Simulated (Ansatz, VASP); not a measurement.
## K2S: VASP beside Ansatz

```
K S
1.0
     0.00000    3.67895    3.67895
     3.67895    0.00000    3.67895
     3.67895    3.67895    0.00000
K S
2 1
Direct
  0.25000 0.25000 0.25000
  0.75000 0.75000 0.75000
  0.00000 0.00000 0.00000
```

Alike in both runs: functional r2SCAN; dispersion rVV10; k mesh 6 × 6 × 6; no spin polarisation.

Ansatz relaxed the structure, and its values are those at the end. VASP's run is a single point on that final structure, the one shown.

|  | VASP | Ansatz |
| --- | --- | --- |
| version | VASP 6.6.1 | Ansatz 0.2.0 |
| potentials or method | VASP PAW PBE potentials, release 64 (K_sv, S) | plane waves, PAW |
| plane-wave cutoff (eV) | 550 | 500 |
| occupations | gaussian, width 0.01 eV | fixed |
| valence electrons in the cell | 24 | 24 |

|  | VASP | Ansatz | Ansatz less VASP |
| --- | --- | --- | --- |
| pressure (GPa) | 0.0 | 0.0 | -0.04 |

VASP's potentials were made for PBE, not for r2SCAN.
